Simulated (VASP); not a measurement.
# SiO2 (Fddd) in VASP: a series of runs

SiO2 is run at these levels: PBE, LDA; tasks: single point.

All numbers are computed with VASP 6.6.1; they aren't measurements. Logs are shortened: lines on timing, memory, paths and dates and some standing lists are left out, and cuts for length are marked.

## (1) The cell of the first run

Symmetry: Fddd, No. 70, orthorhombic system. Conventional cell: a = 4.719 Å, b = 9.433 Å, c = 14.726 Å, α = 90.00°, β = 90.00°, γ = 90.00°. Within 2.1 Å of Si (site symmetry 2) lie 4 O at 1.60 to 1.62 Å. Within 2.2 Å of O (site symmetry 2) lie 2 Si at 1.62 Å. Within 2.1 Å of O (site symmetry -1) lie 2 Si at 1.60 Å.

## (2) Single point, PBE

Contents of INCAR:

```
PREC = Accurate
ENCUT = 520
EDIFF = 1E-6
ISMEAR = -1
SIGMA = 0.05
LREAL = F
LASPH = T
NELM = 100
ALGO = Normal
ISIF = 2
LWAVE = F
LCHARG = F
GGA = PE
NBANDS = 44
```

Contents of KPOINTS:

```
regular mesh
0
Gamma
  4 4 4
```

Contents of POSCAR:

```
SiO2
1.0
    0.0000000000      4.7162571100      7.3627753715
    2.3595806657      0.0000000000      7.3627753715
    2.3595806657      4.7162571100      0.0000000000
Si O
4 8
Direct
    0.9367689200      0.9367689200      0.5632310800
    0.6867689200      0.6867689200      0.3132310800
    0.3132310800      0.3132310800      0.6867689200
    0.5632310800      0.5632310800      0.9367689200
    0.0634396000      0.4365604000      0.0634396000
    0.4365604000      0.0634396000      0.4365604000
    0.8134396000      0.1865604000      0.8134396000
    0.1865604000      0.8134396000      0.1865604000
    0.1250000000      0.6250000000      0.6250000000
    0.6250000000      0.6250000000      0.6250000000
    0.6250000000      0.6250000000      0.1250000000
    0.6250000000      0.1250000000      0.6250000000
```

Potentials or basis: VASP PAW PBE potentials, release 64 (Si, O).

Run with:

```sh
$ cat potpaw_PBE.64/Si/POTCAR potpaw_PBE.64/O/POTCAR > POTCAR
$ mpirun -np 1 vasp_std > vasp.out
```

OUTCAR:

```text
PREC = Accurate
   ENCUT = 520
   EDIFF = 1E-6
   ISMEAR = -1
   LREAL = F
   LASPH = T
   NELM = 100
   ISIF = 2
   GGA = PE

 ion  position               nearest neighbor table
   1  0.937  0.937  0.563-   9 1.60  12 1.60   7 1.62   8 1.62   4 3.01   4 3.01
   2  0.687  0.687  0.313-  10 1.60  11 1.60   5 1.62   6 1.62   3 3.01   3 3.01
   3  0.313  0.313  0.687-   9 1.60  12 1.60   5 1.62   6 1.62   2 3.01   2 3.01
   4  0.563  0.563  0.937-  10 1.60  11 1.60   7 1.62   8 1.62   1 3.01   1 3.01
   5  0.063  0.437  0.063-   3 1.62   2 1.62
   6  0.437  0.063  0.437-   3 1.62   2 1.62
   7  0.813  0.187  0.813-   1 1.62   4 1.62
   8  0.187  0.813  0.187-   1 1.62   4 1.62
   9  0.125  0.625  0.625-   1 1.60   3 1.60
  10  0.625  0.625  0.625-   2 1.60   4 1.60
  11  0.625  0.625  0.125-   2 1.60   4 1.60
  12  0.625  0.125  0.625-   1 1.60   3 1.60

  LATTYP: Found a face centered orthorhombic cell.
 ALAT       =     4.7191613314
 B/A-ratio  =     1.9987691790
 C/A-ratio  =     3.1203745134

  Lattice vectors:

 A1 = (   0.0000000000,   4.7162571100,   7.3627753715)
 A2 = (   2.3595806657,   0.0000000000,   7.3627753715)
 A3 = (   2.3595806657,   4.7162571100,   0.0000000000)

Analysis of symmetry for initial positions (statically):
=====================================================================
 Subroutine PRICEL returns:
 Original cell was already a primitive cell.

 Routine SETGRP: Setting up the symmetry group for a
 face centered orthorhombic supercell.

 Subroutine GETGRP returns: Found  8 space group operations
 (whereof  4 operations were pure point group operations)
 out of a pool of  8 trial point group operations.

The static configuration has the point symmetry D_2 .
 The point group associated with its full space group is D_2h.

Analysis of symmetry for dynamics (positions and initial velocities):
=====================================================================
 Subroutine PRICEL returns:
 Original cell was already a primitive cell.

 Routine SETGRP: Setting up the symmetry group for a
 face centered orthorhombic supercell.

 Subroutine GETGRP returns: Found  8 space group operations
 (whereof  4 operations were pure point group operations)
 out of a pool of  8 trial point group operations.

The dynamic configuration has the point symmetry D_2 .
 The point group associated with its full space group is D_2h.

 Subroutine INISYM returns: Found  8 space group operations
[... 119 lines left out ...]
   TEBEG  =    0.0;   TEEND  =   0.0 temperature during run
   PSTRESS=    0.0 pullay stress
   NELECT =      64.0000    total number of electrons
   NUPDOWN=      -1.0000    fix difference up-down
   EMIN   =  10.00;   EMAX   =-10.00  energy-range for DOS
   EFERMI =   0.00;   METHOD = LEGACY
   ISMEAR =    -1;   SIGMA  =   0.05  broadening in eV -4-tet -1-fermi 0-gaus
   EFERMI_NEDOS =   21; number of points for ismear=-14 and -15
   IALGO  =     38    algorithm
   IMIX   =      4    mixing-type and parameters
     AMIX     =   0.40;   BMIX     =  1.00
     AMIX_MAG =   1.60;   BMIX_MAG =  1.00
  volume/ion in A,a.u.               =      13.66        92.16
  Fermi-wavevector in a.u.,A,eV,Ry     =   1.196649  2.261339 19.483127  1.431969
  Thomas-Fermi vector in A             =   2.332584
   LORBIT       =      0    0 simple, 1 ext, 2 COOP (PROOUT), +10 PAW based schemes
   GGA     = PE    functional components
   LHFCALC =     F    Hartree Fock is set to
   AEXX    =    0.0000 exact exchange contribution
   IVDW    =     0    specifies the selected vdW correction
   LEPSILON=     F    determine dielectric tensor
   LRPA    =     F    only Hartree local field effects (RPA)
 non-spin polarized calculation
  energy-cutoff  :      520.00
  volume of cell :      163.87
 maximum number of plane-waves:      4434
 NGX is ok and might be reduce to    70
   NGX = 33   NGY = 29   NGZ = 19

 number of electron      64.0000006 magnetization

 Free energy of the ion-electron system (eV)
  ---------------------------------------------------
  ext. energy  EPLUGINS =         0.00000000
  ---------------------------------------------------
  free energy    TOTEN  =       -94.69342817 eV

  energy without entropy =      -94.69342817  energy(sigma->0) =      -94.69342817

 E-fermi :   1.5684     XC(G=0):  -8.7093

 val. band max:        0.4818375859   @ k =   0.0000   0.0000   0.0000
 cond. band min:       6.2622868533   @ k =   0.0000   0.0000   0.0000
 fundamental gap:      5.7804492674
 Fermi energy:         1.5683579312

 k-point     1 :       0.0000    0.0000    0.0000
  band No.  band energies     occupation
      1     -18.9549      2.00000
      2     -18.0331      2.00000
      3     -18.0117      2.00000
      4     -16.9521      2.00000
      5     -16.9086      2.00000
      6     -16.8047      2.00000
[... 835 lines left out ...]
     43      12.3099      0.00000
     44      12.3099      0.00000

------------------------ aborting loop because EDIFF is reached ----------------------------------------

  FORCE on cell =-STRESS in cart. coord.  units (eV):
  Direction    XX          YY          ZZ          XY          YZ          ZX
  --------------------------------------------------------------------------------------
  -------------------------------------------------------------------------------------
  Total        5.2084929      5.2396487      5.2338090      0.0000000      0.0000000      0.0000000
  in kB       50.9235662     51.2281778     51.1710820      0.0000000      0.0000000      0.0000000
  external PRESSURE =      51.1076087 kB  Pullay stress =       0.0000000 kB

 VOLUME and BASIS-vectors are now :
 -----------------------------------------------------------------------------
  energy-cutoff  :      520.00
  volume of cell :      163.87
      direct lattice vectors                 reciprocal lattice vectors
     0.000000000  4.716257110  7.362775371    -0.211902058  0.106016273  0.067909175
     2.359580666  0.000000000  7.362775371     0.211902058 -0.106016273  0.067909175
     2.359580666  4.716257110  0.000000000     0.211902058  0.106016273 -0.067909175

 POSITION                                       TOTAL-FORCE (eV/Angst)
 -----------------------------------------------------------------------------------
      3.53937      7.07439     13.79444        -0.000000     -0.000000      0.031995
      2.35958      4.71626     10.11305         0.000000     -0.000000      0.031995
      2.35958      4.71626      4.61250         0.000000     -0.000000     -0.031995
      3.53937      7.07439      8.29389        -0.000000     -0.000000     -0.031995
      1.17979      0.59839      3.68139        -0.000000      0.367088      0.000000
      1.17979      4.11786      3.68139        -0.000000     -0.367088      0.000000
      2.35958      7.67278      7.36278         0.000000      0.367088      0.000000
      2.35958      1.75973      7.36278         0.000000     -0.367088      0.000000
      2.94948      3.53719      5.52208         0.000000     -0.000000     -0.000000
      2.94948      5.89532      9.20347        -0.000000     -0.000000     -0.000000
      1.76969      3.53719      9.20347         0.000000     -0.000000      0.000000
      1.76969      5.89532      5.52208         0.000000     -0.000000     -0.000000
 -----------------------------------------------------------------------------------
    total drift:                               -0.000000     -0.000000     -0.000000

  FREE ENERGIE OF THE ION-ELECTRON SYSTEM (eV)
  ---------------------------------------------------
  free  energy   TOTEN  =       -94.6934281672 eV

  energy  without entropy=      -94.6934281672  energy(sigma->0) =      -94.69342817
```

OSZICAR:

```text
N       E                     dE             d eps       ncg     rms          rms(c)
DAV:   1     0.397216211301E+03    0.39722E+03   -0.33083E+04  1584   0.133E+03
DAV:   2    -0.779325003851E+02   -0.47515E+03   -0.46175E+03  1972   0.315E+02
DAV:   3    -0.107368308781E+03   -0.29436E+02   -0.29301E+02  1992   0.828E+01
DAV:   4    -0.107743445158E+03   -0.37514E+00   -0.37446E+00  1936   0.103E+01
DAV:   5    -0.107749793095E+03   -0.63479E-02   -0.63432E-02  1976   0.131E+00    0.298E+01
DAV:   6    -0.946770022268E+02    0.13073E+02   -0.49246E+01  1844   0.326E+01    0.141E+01
DAV:   7    -0.946860447421E+02   -0.90425E-02   -0.14753E+00  1872   0.509E+00    0.508E+00
DAV:   8    -0.946779207590E+02    0.81240E-02   -0.72879E-02  1936   0.170E+00    0.200E+00
DAV:   9    -0.946910290705E+02   -0.13108E-01   -0.40513E-02  1768   0.121E+00    0.369E-01
DAV:  10    -0.946933893404E+02   -0.23603E-02   -0.39619E-03  1776   0.305E-01    0.112E-01
DAV:  11    -0.946934110275E+02   -0.21687E-04   -0.87826E-04  1880   0.158E-01    0.157E-02
DAV:  12    -0.946934239523E+02   -0.12925E-04   -0.28344E-05  1856   0.290E-02    0.160E-02
DAV:  13    -0.946934271287E+02   -0.31764E-05   -0.76843E-06  1832   0.137E-02    0.667E-03
DAV:  14    -0.946934281583E+02   -0.10297E-05   -0.11875E-06  1328   0.672E-03    0.144E-03
DAV:  15    -0.946934281672E+02   -0.88803E-08   -0.14225E-07  1064   0.210E-03
   1 F= -.94693428E+02 E0= -.94693428E+02  d E =-.689573E-10
```

stdout:

```text
POSCAR found type information on POSCAR SiO
 POSCAR found :  2 types and      12 ions
 scaLAPACK will be used
 LDA part: xc-table for (Slater+PW92), standard interpolation
 POSCAR, INCAR and KPOINTS ok, starting setup
 FFT: planning ... GRIDC
 FFT: planning ... GRID_SOFT
 FFT: planning ... GRID
 WAVECAR not read
 entering main loop
```

Wall time 3.5 min (1 thread of Intel Xeon 6975P-C, shared host); peak memory 0.45 GiB.

What came out:

- Free energy: -94.6934 eV
- Pressure: 5.1 GPa
- Largest force: 0.367 eV/Å
- Band gap on the k mesh: 5.78 eV, direct

Forces in eV/Å, atoms in the order of the input:
```
Si   0.000  0.000  0.032
Si   0.000  0.000  0.032
Si   0.000  0.000 -0.032
Si   0.000  0.000 -0.032
O    0.000  0.367  0.000
O    0.000 -0.367  0.000
O    0.000  0.367  0.000
O    0.000 -0.367  0.000
O    0.000  0.000  0.000
O    0.000  0.000  0.000
O    0.000  0.000  0.000
O    0.000  0.000  0.000
```

Levels at points of the mesh, in eV from the valence-band top:
| k point | band 29 | band 30 | band 31 | band 32 | band 33 | band 34 | band 35 | band 36 |
| --- | --- | --- | --- | --- | --- | --- | --- | --- |
| (0.00, 0.00, 0.00) | -0.64 | -0.44 | -0.04 | 0.00 | 5.78 | 8.31 | 8.39 | 8.72 |
| (0.50, 0.00, 0.00) | -0.61 | -0.57 | -0.32 | -0.26 | 8.20 | 8.81 | 8.92 | 9.53 |
| (0.50, 0.50, 0.00) | -0.62 | -0.62 | -0.16 | -0.16 | 6.93 | 6.93 | 8.82 | 8.82 |
| (0.50, 0.00, 0.50) | -0.87 | -0.87 | -0.26 | -0.26 | 7.94 | 7.94 | 9.57 | 9.57 |
| (0.00, 0.50, 0.50) | -0.90 | -0.90 | -0.12 | -0.12 | 8.23 | 8.23 | 9.11 | 9.11 |

## (3) Single point, LDA

This run uses another cell than the first one, of 13.50 Å³/atom, 0.988 times its volume.

Contents of INCAR:

```
SYSTEM = SiO2
PREC = Accurate
ENCUT = 520
EDIFF = 1E-7
ISMEAR = -1
SIGMA = 0.05
LREAL = .False.
LASPH = .True.
NELM = 100
ALGO = Normal
ISIF = 2
LWAVE = .False.
LCHARG = .False.
GGA = CA
NBANDS = 44
```

Contents of KPOINTS:

```
regular mesh
0
Gamma
  7 7 7
  0 0 0
```

Contents of POSCAR:

```
SiO2
1.0
    0.0000000000      4.6987231764      7.3419053540
    2.3471748983      0.0000000000      7.3419053540
    2.3471748983      4.6987231764      0.0000000000
Si O
4 8
Direct
    0.9369185295      0.9369185295      0.5630814705
    0.6869185295      0.6869185295      0.3130814705
    0.3130814705      0.3130814705      0.6869185295
    0.5630814705      0.5630814705      0.9369185295
    0.0643581567      0.4356418433      0.0643581567
    0.4356418433      0.0643581567      0.4356418433
    0.8143581567      0.1856418433      0.8143581567
    0.1856418433      0.8143581567      0.1856418433
    0.1250000000      0.6250000000      0.6250000000
    0.6250000000      0.6250000000      0.6250000000
    0.6250000000      0.6250000000      0.1250000000
    0.6250000000      0.1250000000      0.6250000000
```

Potentials or basis: VASP PAW LDA potentials, release 64 (Si, O).

Run with:

```sh
$ cat potpaw_LDA.64/Si/POTCAR potpaw_LDA.64/O/POTCAR > POTCAR
$ mpirun -np 1 vasp_std > vasp.out
```

It took 13 min on 1 thread of Intel Xeon 6975P-C, shared host; peak memory 0.52 GiB.

It converged, with:

```yaml
Free_energy: -103.6918 eV
Pressure: 0.6 GPa
Largest_force: 0.037 eV/Å
Band_gap_on_the_k_mesh: 5.60 eV, direct
```

Forces on the atoms (eV/Å):
```
Si   0.000  0.000 -0.037
Si   0.000  0.000 -0.037
Si   0.000  0.000  0.037
Si   0.000  0.000  0.037
O    0.000  0.036  0.000
O    0.000 -0.036  0.000
O    0.000  0.036  0.000
O    0.000 -0.036  0.000
O    0.000  0.000  0.000
O    0.000  0.000  0.000
O    0.000  0.000  0.000
O    0.000  0.000  0.000
```

Stress tensor (GPa, compression positive):
```
0.70 0.00 0.00
0.00 0.45 0.00
0.00 0.00 0.63
```

Levels at points of the mesh, in eV from the valence-band top:
| k point | band 30 | band 31 | band 32 | band 33 | band 34 | band 35 |
| --- | --- | --- | --- | --- | --- | --- |
| (0.00, 0.00, 0.00) | -0.43 | -0.02 | 0.00 | 5.60 | 8.11 | 8.12 |

## (4) Single point, PBE

This run uses another cell than the first one, of 14.02 Å³/atom, 1.027 times its volume.

Contents of INCAR:

```
ALGO = Normal
EDIFF = 1E-6
ENCUT = 520
GGA = PE
ISIF = 2
ISMEAR = -1
LASPH = T
LCHARG = F
LREAL = F
LWAVE = F
NBANDS = 44
NELM = 80
PREC = Accurate
SIGMA = 0.05
```

Contents of KPOINTS:

```
k-points
0
Gamma
  6 6 6
```

Contents of POSCAR:

```
SiO2
1.0
    0.0000000000      4.7612546719      7.4277486023
    2.3793022036      0.0000000000      7.4277486023
    2.3793022036      4.7612546719      0.0000000000
Si O
4 8
Direct
    0.9368422345      0.9368422345      0.5631577655
    0.6868422345      0.6868422345      0.3131577655
    0.3131577655      0.3131577655      0.6868422345
    0.5631577655      0.5631577655      0.9368422345
    0.0637713619      0.4362286381      0.0637713619
    0.4362286381      0.0637713619      0.4362286381
    0.8137713619      0.1862286381      0.8137713619
    0.1862286381      0.8137713619      0.1862286381
    0.1250000000      0.6250000000      0.6250000000
    0.6250000000      0.6250000000      0.6250000000
    0.6250000000      0.6250000000      0.1250000000
    0.6250000000      0.1250000000      0.6250000000
```

Potentials or basis: VASP PAW PBE potentials, release 64 (Si, O).

Run with:

```sh
$ cat potpaw_PBE.64/Si/POTCAR potpaw_PBE.64/O/POTCAR > POTCAR
$ mpirun -np 1 vasp_std > vasp.out
```

Wall time 10 min (1 thread of Intel Xeon Platinum 8259CL at 2.50GHz (Skylake/Cascade Lake), shared host); peak memory 0.54 GiB.

Results (log left out):

| Quantity | Value |
| --- | --- |
| Free energy | -94.7715 eV |
| Pressure | 0.1 GPa |
| Largest force | 0.037 eV/Å |
| Band gap on the k mesh | 5.60 eV, direct |

Forces on the atoms (eV/Å):
```
Si   0.000  0.000 -0.037
Si   0.000  0.000 -0.037
Si   0.000  0.000  0.037
Si   0.000  0.000  0.037
O    0.000  0.001  0.000
O    0.000 -0.001  0.000
O    0.000  0.001  0.000
O    0.000 -0.001  0.000
O    0.000  0.000  0.000
O    0.000  0.000  0.000
O    0.000  0.000  0.000
O    0.000  0.000  0.000
```

Stress tensor (GPa, compression positive):
```
 0.21  0.00  0.00
 0.00 -0.04  0.00
 0.00  0.00  0.13
```

Levels at points of the mesh, in eV from the valence-band top:
```tsv
k point	band 29	band 30	band 31	band 32	band 33	band 34	band 35	band 36
(0.00, 0.00, 0.00)	-0.61	-0.43	-0.04	0.00	5.60	8.18	8.27	8.53
(0.50, 0.00, 0.00)	-0.59	-0.55	-0.31	-0.26	7.96	8.60	8.62	9.38
(0.50, 0.50, 0.00)	-0.60	-0.60	-0.15	-0.15	6.75	6.75	8.68	8.68
(0.50, 0.00, 0.50)	-0.84	-0.84	-0.25	-0.25	7.71	7.71	9.43	9.43
(0.00, 0.50, 0.50)	-0.87	-0.87	-0.12	-0.12	7.95	7.95	8.98	8.98
```

A k mesh can miss the band edges.

## (5) The runs side by side

```csv
level,potentials or basis,cell,k mesh,gap on the mesh (eV),pressure (GPa),largest force (eV/Å)
PBE,"VASP PAW PBE potentials, release 64 (Si, O)","a = 8.744, b = 7.732, c = 5.274 Å, angles 82.2, 61.2, 36.7°, 12 atoms",4 × 4 × 4,5.78,5.1,0.37
LDA,"VASP PAW LDA potentials, release 64 (Si, O)","a = 8.717, b = 7.708, c = 5.252 Å, angles 82.2, 61.2, 36.7°, 12 atoms",7 × 7 × 7,5.60,0.6,0.04
PBE,"VASP PAW PBE potentials, release 64 (Si, O)","a = 8.823, b = 7.800, c = 5.323 Å, angles 82.2, 61.1, 36.7°, 12 atoms",6 × 6 × 6,5.60,0.1,0.04
```

Alike in all rows: task single point; no spin polarisation; cutoff (eV) 520; smearing fermi-dirac 0.05 eV.

Absolute energies hang on the potentials; compare differences alone.
